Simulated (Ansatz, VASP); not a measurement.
One calculation of SnO2, two programs

File INCAR:

```
SYSTEM = SnO2
PREC = Accurate
ENCUT = 520
EDIFF = 1E-6
ISMEAR = 0
SIGMA = 0.05
LREAL = .FALSE.
LASPH = .TRUE.
NELM = 100
ALGO = Normal
ISIF = 2
LWAVE = .FALSE.
LCHARG = .TRUE.
GGA = CA
LELF = .TRUE.
LVHAR = .TRUE.
NBANDS = 35
```

KPOINTS

```
regular mesh
0
G
  6 6 8
  0 0 0
```

Contents of POSCAR:

```
SnO2
1.0
    4.7212714757      0.0000000000      0.0000000000
    0.0000000000      4.7242464866      0.0000000000
    0.0000000000      0.0000000000      3.1900194031
Sn O
2 4
Direct
    0.5044843108      0.4955009382      0.5000000000
    0.0000000000      0.0000000000      0.0000000000
    0.3055669669      0.3065721211      0.0000000000
    0.8055669669      0.1934278789      0.5000000000
    0.1944330331      0.8065721211      0.5000000000
    0.6944330331      0.6934278789      0.0000000000
```

Input for Ansatz:

```yaml
crystal:
  lattice:
    - [4.7212714757, 0.0, 0.0]
    - [0.0, 4.7242464866, 0.0]
    - [0.0, 0.0, 3.1900194031]
  atoms:
    - { symbol: Sn, position: [0.5044843108, 0.4955009382, 0.5] }
    - { symbol: Sn, position: [0.0, 0.0, 0.0] }
    - { symbol: O, position: [0.3055669669, 0.3065721211, 0.0] }
    - { symbol: O, position: [0.8055669669, 0.1934278789, 0.5] }
    - { symbol: O, position: [0.1944330331, 0.8065721211, 0.5] }
    - { symbol: O, position: [0.6944330331, 0.6934278789, 0.0] }
basis:
  ecutwfc: 420
kpoints:
  mp_grid: { grid: [6, 6, 8] }
hamiltonian:
  xc: lda
scf:
  occupations: { method: gaussian, width: 0.05 }
output:
  forces: true
  stress: true
  eigenvalues: true
```

Alike in both runs: task single point; functional LDA; k mesh 6 × 6 × 8; occupations gaussian, width 0.05 eV; no spin polarisation.

```csv
,VASP,Ansatz
version,VASP 6.6.1,Ansatz 0.2.0
potentials or method,"VASP PAW LDA potentials, release 64 (Sn_d, O), cutoff 520 eV","scalar-relativistic, plane waves, PAW"
valence electrons in the cell,52,52
```

```tsv
	VASP	Ansatz	Ansatz less VASP
gap on the k mesh at the Fermi level (eV)	1.19	1.15	-0.034
least direct gap on the mesh (eV)	1.19	1.15	-0.034
pressure (GPa)	1.2	0.1	-1.10
traceless stress, the component that is largest in VASP (GPa)	0.26	-0.04	-0.302
rms of the force components (eV/Å)	0.199	0.194	-0.0045
```

LDA's correlation is that of Perdew and Zunger in VASP and of Perdew and Wang (1992) in Ansatz. Atom by atom the forces differ by 0.011 eV/Å (rms over components).
